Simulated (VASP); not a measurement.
ReTc:

```
Tc Re
1.0
     2.74930    0.00000    0.00000
    -1.37465    2.38096    0.00000
     0.00000    0.00000    4.44027
Tc Re
1 1
Direct
  0.00000 0.00000 0.00000
  0.33333 0.66667 0.50000
```

```yaml
Program: VASP 6.6.1
Task: relaxation of volume and atoms at fixed shape
Functional: LDA
Potentials_or_basis: VASP PAW LDA potentials, release 64 (Tc_pv, Re)
Cutoff: 600 eV
k_mesh: 7 × 7 × 4
Occupations: fermi-dirac, width 0.1 eV
Spin: no spin polarisation
```

At the start: pressure -10.5 GPa; volume 14.53 Å³/atom.

**Question.** How do energy, volume and symmetry change on relaxing?

**Answer.** Over 4 steps the energy falls by 14.3 meV/atom and the volume is 14.11 Å³/atom (-2.9 %); space group P-6m2 (No. 187, to 0.05 Å).

The path:
```tsv
step	energy change (eV)	largest force (eV/Å)	pressure (GPa)	volume (Å³)
1	0.0000	0.0000	-10.52	29.07
2	0.4261	0.0000	53.96	25.23
3	-0.0285	0.0000	-0.56	28.26
4	-0.0286	0.0000	-0.11	28.22
```

Final structure:
```cif
data_structure
_symmetry_space_group_name_H-M 'P 1'
_symmetry_Int_Tables_number 1
_cell_length_a 2.7224
_cell_length_b 2.7224
_cell_length_c 4.3969
_cell_angle_alpha 90.000
_cell_angle_beta 90.000
_cell_angle_gamma 120.000
_cell_volume 28.22
loop_
_atom_site_label
_atom_site_type_symbol
_atom_site_fract_x
_atom_site_fract_y
_atom_site_fract_z
_atom_site_occupancy
Tc1 Tc 0.00000 0.00000 0.00000 1
Re1 Re 0.33333 0.66667 0.50000 1
```

Caveat: the k points lie up to 0.38 Å⁻¹ apart in the final cell.
